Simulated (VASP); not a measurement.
# Pd (P6_3/mmc) in VASP: further runs

The runs below take Pd through single point, with PBE.

All numbers are computed with VASP 6.6.1; they aren't measurements. Logs are shortened: lines on timing, memory, paths and dates and some standing lists are left out, and cuts for length are marked.

### Step 1. The cell of the first run

The structure is hexagonal, space group P6_3/mmc (No. 194). Conventional cell: a = 2.584 Å, b = 2.584 Å, c = 4.297 Å, α = 90.00°, β = 90.00°, γ = 120.00°. Within 3.4 Å of Pd (site symmetry -6m2) lie 12 Pd at 2.58 to 2.62 Å.

This isn't the form of Pd at room conditions, which is fcc.

### Step 2. Single point, PBE, collinear spin (12.43 Å³/atom)

Input file INCAR:

```
SYSTEM = Pd
PREC = Accurate ; ENCUT = 520
EDIFF = 1E-6 ; ISMEAR = -1
SIGMA = 0.05 ; LREAL = .FALSE.
LASPH = .TRUE. ; NELM = 150
ALGO = Normal ; ISIF = 2
LWAVE = .FALSE. ; LCHARG = .FALSE.
ISPIN = 2 ; MAGMOM = 0.6 0.6
LORBIT = 11 ; LMAXMIX = 4
GGA = PE ; NBANDS = 21
```

Input file KPOINTS:

```
regular mesh
0
G
  14 14 7
  0 0 0
```

Input file POSCAR:

```
Pd
1.0
    2.5841257186      0.0000000000      0.0000000000
   -1.2920628593      2.2379185189      0.0000000000
    0.0000000000      0.0000000000      4.2970836122
Pd
2
Direct
    0.6666666667      0.3333333333      0.7500000000
    0.3333333333      0.6666666667      0.2500000000
```

Potentials or basis: VASP PAW PBE potentials, release 64 (Pd).

On the command line:

```bash
$ cat potpaw_PBE.64/Pd/POTCAR > POTCAR
$ mpirun -np 1 vasp_std > vasp.out
```

OUTCAR:

```text
SYSTEM = Pd
   PREC = Accurate
   ENCUT = 520
   EDIFF = 1E-6
   ISMEAR = -1
   LREAL = .FALSE.
   LASPH = .TRUE.
   NELM = 150
   ISIF = 2
   ISPIN = 2
   LORBIT = 11
   GGA = PE

 ion  position               nearest neighbor table
   1  0.667  0.333  0.750-   2 2.62   2 2.62   2 2.62   2 2.62   2 2.62   2 2.62
   2  0.333  0.667  0.250-   1 2.62   1 2.62   1 2.62   1 2.62   1 2.62   1 2.62

  LATTYP: Found a hexagonal cell.
 ALAT       =     2.5841257186
 C/A-ratio  =     1.6628771508

  Lattice vectors:

 A1 = (   2.5841257186,   0.0000000000,   0.0000000000)
 A2 = (  -1.2920628593,   2.2379185189,   0.0000000000)
 A3 = (   0.0000000000,   0.0000000000,   4.2970836122)

Analysis of symmetry for initial positions (statically):
=====================================================================
 Subroutine PRICEL returns:
 Original cell was already a primitive cell.

 Routine SETGRP: Setting up the symmetry group for a
 hexagonal supercell.

 Subroutine GETGRP returns: Found 24 space group operations
 (whereof 12 operations were pure point group operations)
 out of a pool of 24 trial point group operations.

The static configuration has the point symmetry D_3d.
 The point group associated with its full space group is D_6h.

Analysis of symmetry for dynamics (positions and initial velocities):
=====================================================================
 Subroutine PRICEL returns:
 Original cell was already a primitive cell.

 Routine SETGRP: Setting up the symmetry group for a
 hexagonal supercell.

 Subroutine GETGRP returns: Found 24 space group operations
 (whereof 12 operations were pure point group operations)
 out of a pool of 24 trial point group operations.

The dynamic configuration has the point symmetry D_3d.
 The point group associated with its full space group is D_6h.

Analysis of structural, dynamic, and magnetic symmetry:
=====================================================================
 Subroutine PRICEL returns:
 Original cell was already a primitive cell.

 Routine SETGRP: Setting up the symmetry group for a
 hexagonal supercell.

 Subroutine GETGRP returns: Found 24 space group operations
 (whereof 12 operations were pure point group operations)
 out of a pool of 24 trial point group operations.

The overall configuration has the point symmetry D_3d.
 The point group associated with its full space group is D_6h.

 Subroutine INISYM returns: Found 24 space group operations
 (whereof 12 operations are pure point group operations),
 and found     1 'primitive' translations

----------------------------------------------------------------------------------------

                                     Primitive cell

  volume of cell :      24.8503

  direct lattice vectors                    reciprocal lattice vectors
     2.584125719  0.000000000  0.000000000     0.386978076  0.223421897  0.000000000
    -1.292062859  2.237918519  0.000000000     0.000000000  0.446843793  0.000000000
     0.000000000  0.000000000  4.297083612     0.000000000  0.000000000  0.232715974

  length of vectors
     2.584125719  2.584125719  4.297083612     0.446843793  0.446843793  0.232715974

  position of ions in fractional coordinates (direct lattice)
     0.666666667  0.333333333  0.750000000
     0.333333333  0.666666667  0.250000000

  ion indices of the primitive-cell ions
   primitive index   ion index
                 1           1
                 2           2

----------------------------------------------------------------------------------------

 KPOINTS: regular mesh

Automatic generation of k-mesh.
 Grid dimensions read from file:
 generate k-points for:   14   14    7

 Generating k-lattice:

  Cartesian coordinates                     Fractional coordinates (reciprocal lattice)
     0.027641291  0.015958707  0.000000000     0.071428571  0.000000000  0.000000000
     0.000000000  0.031917414  0.000000000     0.000000000  0.071428571  0.000000000
     0.000000000  0.000000000  0.033245139     0.000000000  0.000000000  0.142857143

  Length of vectors
     0.031917414  0.031917414  0.033245139

  Shift w.r.t. Gamma in fractional coordinates (k-lattice)
     0.000000000  0.000000000  0.000000000

 Subroutine IBZKPT returns following result:
 ===========================================

 Found     96 irreducible k-points:

 Following reciprocal coordinates:
            Coordinates               Weight
  0.000000  0.000000  0.000000      1.000000
  0.071429  0.000000  0.000000      6.000000
  0.142857 -0.000000  0.000000      6.000000
  0.214286  0.000000  0.000000      6.000000
  0.285714 -0.000000  0.000000      6.000000
  0.357143  0.000000  0.000000      6.000000
[... 16 lines left out ...]
  0.285714  0.285714  0.000000      6.000000
  0.357143  0.285714  0.000000      6.000000
 [... further k-points ...]
   k-points           NKPTS =     96   k-points in BZ     NKDIM =     96   number of bands    NBANDS=     21
   number of dos      NEDOS =    301   number of ions     NIONS =      2
   total plane-waves  NPLWV =  12800
   dimension x,y,z NGX =    20 NGY =   20 NGZ =   32
   dimension x,y,z NGXF=    40 NGYF=   40 NGZF=   64
   ions per type =               2
   NGX,Y,Z   is equivalent  to a cutoff of  12.87, 12.87, 12.38 a.u.
   NGXF,Y,Z  is equivalent  to a cutoff of  25.73, 25.73, 24.76 a.u.
 SYSTEM =  Pd
   PREC   = accura    normal or accurate (medium, high low for compatibility)
   ISTART =      0    job   : 0-new  1-cont  2-samecut
   ICHARG =      2    charge: 1-file 2-atom 10-const
   ISPIN  =      2    spin polarized calculation?
   LNONCOLLINEAR =      F non collinear calculations
   LSORBIT =      F    spin-orbit coupling
   LASPH  =      T    aspherical Exc in radial PAW
   ENCUT  =  520.0 eV  38.22 Ry    6.18 a.u.   4.80  4.80  7.99*2*pi/ulx,y,z
   NELM   =    150;   NELMIN=  2; NELMDL= -5     # of ELM steps
   EDIFF  = 0.1E-05   stopping-criterion for ELM
   LREAL  =      F    real-space projection
   EDIFFG = 0.1E-04   stopping-criterion for IOM
   NSW    =      0    number of steps for IOM
   IBRION =     -1    ionic relax: 0-MD 1-quasi-New 2-CG
   NFREE  =      0    steps in history (QN), initial steepest desc. (CG)
   ISIF   =      2    stress and relaxation
   ISYM   =      2    0-nonsym 1-usesym 2-fastsym
   POTIM  = 0.5000    time-step for ionic-motion
   TEBEG  =    0.0;   TEEND  =   0.0 temperature during run
   PSTRESS=    0.0 pullay stress
   NELECT =      20.0000    total number of electrons
   NUPDOWN=      -1.0000    fix difference up-down
   EMIN   =  10.00;   EMAX   =-10.00  energy-range for DOS
   EFERMI =   0.00;   METHOD = LEGACY
   ISMEAR =    -1;   SIGMA  =   0.05  broadening in eV -4-tet -1-fermi 0-gaus
   EFERMI_NEDOS =   21; number of points for ismear=-14 and -15
   IALGO  =     38    algorithm
   IMIX   =      4    mixing-type and parameters
     AMIX     =   0.40;   BMIX     =  1.00
     AMIX_MAG =   1.60;   BMIX_MAG =  1.00
  volume/ion in A,a.u.               =      12.43        83.85
  Fermi-wavevector in a.u.,A,eV,Ry     =   1.522793  2.877662 31.550538  2.318899
  Thomas-Fermi vector in A             =   2.631324
   LORBIT       =     11    0 simple, 1 ext, 2 COOP (PROOUT), +10 PAW based schemes
   GGA     = PE    functional components
   LHFCALC =     F    Hartree Fock is set to
   AEXX    =    0.0000 exact exchange contribution
   IVDW    =     0    specifies the selected vdW correction
   LEPSILON=     F    determine dielectric tensor
   LRPA    =     F    only Hartree local field effects (RPA)
 spin polarized calculation
  energy-cutoff  :      520.00
  volume of cell :       24.85
 maximum number of plane-waves:       682
 NGX is ok and might be reduce to    20
   NGX =  9   NGY =  9   NGZ = 15

 number of electron      19.9999995 magnetization      -0.0011738

 number of electron      19.9999995 magnetization       0.0008608

 Free energy of the ion-electron system (eV)
  ---------------------------------------------------
  ext. energy  EPLUGINS =         0.00000000
  ---------------------------------------------------
  free energy    TOTEN  =        -9.45837633 eV

  energy without entropy =       -9.42499432  energy(sigma->0) =       -9.44168533

 E-fermi :  12.9962     XC(G=0): -14.2836

 val. band max:       12.9920704391   @ k =   0.2857  -0.0000   0.0000
 cond. band min:      13.0041878514   @ k =   0.4286   0.1429   0.1429
 fundamental gap:      0.0121174124
 Fermi energy:        12.9962251665

 spin component 1

 k-point     1 :       0.0000    0.0000    0.0000
  band No.  band energies     occupation
      1       4.4299      1.00000
      2       6.1844      1.00000
      3       9.1097      1.00000
      4       9.3580      1.00000
      5       9.3580      1.00000
      6       9.8402      1.00000
[... 13 lines left out ...]
     20      38.5299      0.00000
     21      38.5299      0.00000

 k-point     2 :       0.0714    0.0000    0.0000
  band No.  band energies     occupation
      1       4.6254      1.00000
      2       6.3313      1.00000
      3       8.9564      1.00000
      4       9.4814      1.00000
      5       9.5039      1.00000
      6       9.7657      1.00000
[... 13 lines left out ...]
     20      38.5119      0.00000
     21      38.7463      0.00000

 k-point     3 :       0.1429   -0.0000    0.0000
  band No.  band energies     occupation
      1       5.1749      1.00000
      2       6.7007      1.00000
      3       8.6632      1.00000
      4       9.4931      1.00000
      5       9.8295      1.00000
      6       9.8847      1.00000
[... 13 lines left out ...]
     20      38.5264      0.00000
     21      38.5944      0.00000
[... 457 lines left out ...]
 k-point    23 :       0.2857    0.2857    0.0000
  band No.  band energies     occupation
      1       6.9557      1.00000
      2       7.7174      1.00000
      3       7.9212      1.00000
      4       8.6655      1.00000
      5       8.9665      1.00000
      6       9.4671      1.00000
[... 13 lines left out ...]
     20      38.5349      0.00000
     21      38.5364      0.00000

 k-point    24 :       0.3571    0.2857    0.0000
  band No.  band energies     occupation
      1       6.9116      1.00000
      2       7.8304      1.00000
      3       7.9864      1.00000
      4       8.6572      1.00000
      5       9.0611      1.00000
      6       9.2625      1.00000
[... 13 lines left out ...]
     20      38.5339      0.00000
     21      38.5393      0.00000

 [... further k-points ...]

 spin component 2

 k-point     1 :       0.0000    0.0000    0.0000
  band No.  band energies     occupation
      1       4.4299      1.00000
      2       6.1846      1.00000
      3       9.1100      1.00000
      4       9.3583      1.00000
      5       9.3583      1.00000
      6       9.8405      1.00000
[... 13 lines left out ...]
     20      38.5299      0.00000
     21      38.5299      0.00000

 k-point     2 :       0.0714    0.0000    0.0000
  band No.  band energies     occupation
      1       4.6254      1.00000
      2       6.3315      1.00000
      3       8.9567      1.00000
      4       9.4817      1.00000
      5       9.5042      1.00000
      6       9.7660      1.00000
[... 13 lines left out ...]
     20      38.5215      0.00000
     21      38.7464      0.00000

 k-point     3 :       0.1429   -0.0000    0.0000
  band No.  band energies     occupation
      1       5.1749      1.00000
      2       6.7009      1.00000
      3       8.6635      1.00000
      4       9.4934      1.00000
      5       9.8298      1.00000
      6       9.8850      1.00000
[... 13 lines left out ...]
     20      38.4941      0.00000
     21      38.5348      0.00000
[... 457 lines left out ...]
 k-point    23 :       0.2857    0.2857    0.0000
  band No.  band energies     occupation
      1       6.9559      1.00000
      2       7.7176      1.00000
      3       7.9214      1.00000
      4       8.6657      1.00000
      5       8.9667      1.00000
      6       9.4673      1.00000
[... 13 lines left out ...]
     20      38.5355      0.00000
     21      38.5370      0.00000

 k-point    24 :       0.3571    0.2857    0.0000
  band No.  band energies     occupation
      1       6.9118      1.00000
      2       7.8307      1.00000
      3       7.9866      1.00000
      4       8.6574      1.00000
      5       9.0613      1.00000
      6       9.2627      1.00000
[... 13 lines left out ...]
     20      38.5346      0.00000
     21      38.5400      0.00000

 [... further k-points ...]

------------------------ aborting loop because EDIFF is reached ----------------------------------------

  FORCE on cell =-STRESS in cart. coord.  units (eV):
  Direction    XX          YY          ZZ          XY          YZ          ZX
  --------------------------------------------------------------------------------------
  -------------------------------------------------------------------------------------
  Total        9.7443101      9.7443101      9.8544862      0.0000000     -0.0000000      0.0000000
  in kB      628.2463356    628.2463356    635.3497388      0.0000000     -0.0000000      0.0000000
  external PRESSURE =     630.6141367 kB  Pullay stress =       0.0000000 kB

 VOLUME and BASIS-vectors are now :
 -----------------------------------------------------------------------------
  energy-cutoff  :      520.00
  volume of cell :       24.85
      direct lattice vectors                 reciprocal lattice vectors
     2.584125719  0.000000000  0.000000000     0.386978076  0.223421897  0.000000000
    -1.292062859  2.237918519  0.000000000     0.000000000  0.446843793  0.000000000
     0.000000000  0.000000000  4.297083612     0.000000000  0.000000000  0.232715974

 POSITION                                       TOTAL-FORCE (eV/Angst)
 -----------------------------------------------------------------------------------
      1.29206      0.74597      3.22281         0.000000      0.000000      0.000000
     -0.00000      1.49195      1.07427         0.000000      0.000000      0.000000
 -----------------------------------------------------------------------------------
    total drift:                                0.000000     -0.000000      0.000000

  FREE ENERGIE OF THE ION-ELECTRON SYSTEM (eV)
  ---------------------------------------------------
  free  energy   TOTEN  =        -9.4583763309 eV

  energy  without entropy=       -9.4249943224  energy(sigma->0) =       -9.44168533

 total charge

# of ion       s       p       d       tot
------------------------------------------
    1        0.590   0.686   8.620   9.896
    2        0.590   0.686   8.620   9.896
--------------------------------------------------
tot          1.181   1.371  17.240  19.792

 magnetization (x)

# of ion       s       p       d       tot
------------------------------------------
    1        0.000   0.000   0.000   0.000
    2        0.000   0.000   0.000   0.000
--------------------------------------------------
tot          0.000   0.000   0.001   0.001
```

Wall time 3.5 min (1 thread of Intel Xeon 8259CL, shared host); peak memory 0.19 GiB.

Results:

```yaml
Free_energy: -9.4584 eV
Pressure: 63.1 GPa
Band_gap_on_the_k_mesh: zero (filled and empty bands overlap)
Net_moment: 0.00 μB per cell
Valence_electrons_inside_the_program's_atomic_spheres: Pd 9.90
```

Stress tensor (GPa, compression positive):
```
62.82  0.00  0.00
 0.00 62.82  0.00
 0.00  0.00 63.53
```

Caveat: the cell stands under pressure.

(Part 1 of 2 ends here.)
